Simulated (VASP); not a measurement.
Hf:

```xyz
1
Lattice="0.0000 2.2200 2.2200 2.2200 0.0000 2.2200 2.2200 2.2200 0.0000" Properties=species:S:1:pos:R:3 pbc="T T T"
Hf    0.0000    0.0000    0.0000
```

| Property | Result |
| --- | --- |
| Program | VASP 6.6.1 |
| Task | relaxation of cell and atoms |
| Functional | PBEsol |
| Dispersion | D4 |
| Potentials or basis | VASP PAW PBE potentials, release 64 (Hf_pv) |
| Cutoff | 600 eV |
| k mesh | 10 × 10 × 10 |
| Occupations | fermi-dirac, width 0.05 eV |
| Spin | no spin polarisation |

At the start: pressure -3.0 GPa; volume 21.88 Å³/atom.

**Question.** How do energy, volume and symmetry change on relaxing?

**Answer.** Over 5 steps the energy falls by 5.5 meV/atom and the volume is 21.29 Å³/atom (-2.7 %); space group Fm-3m (No. 225, to 0.05 Å).

Step by step:
| step | energy change (eV) | largest force (eV/Å) | pressure (GPa) | volume (Å³) |
| --- | --- | --- | --- | --- |
| 1 | 0.0000 | 0.0000 | -2.99 | 21.88 |
| 2 | 0.0027 | 0.0000 | 4.00 | 20.61 |
| 3 | -0.0055 | 0.0000 | -0.16 | 21.30 |
| 4 | -0.0055 | 0.0000 | 0.14 | 21.27 |
| 5 | -0.0055 | 0.0000 | 0.06 | 21.29 |

Final structure:
```
CELL_PARAMETERS angstrom
0.00000 2.19970 2.19970
2.19970 0.00000 2.19970
2.19970 2.19970 0.00000
ATOMIC_POSITIONS crystal
Hf 0.00000 0.00000 0.00000
```

Caveat: the PAW data sets were made with another functional, which shifts forces and pressure a little; pairwise dispersion overbinds metals, which lowers pressure and volume.
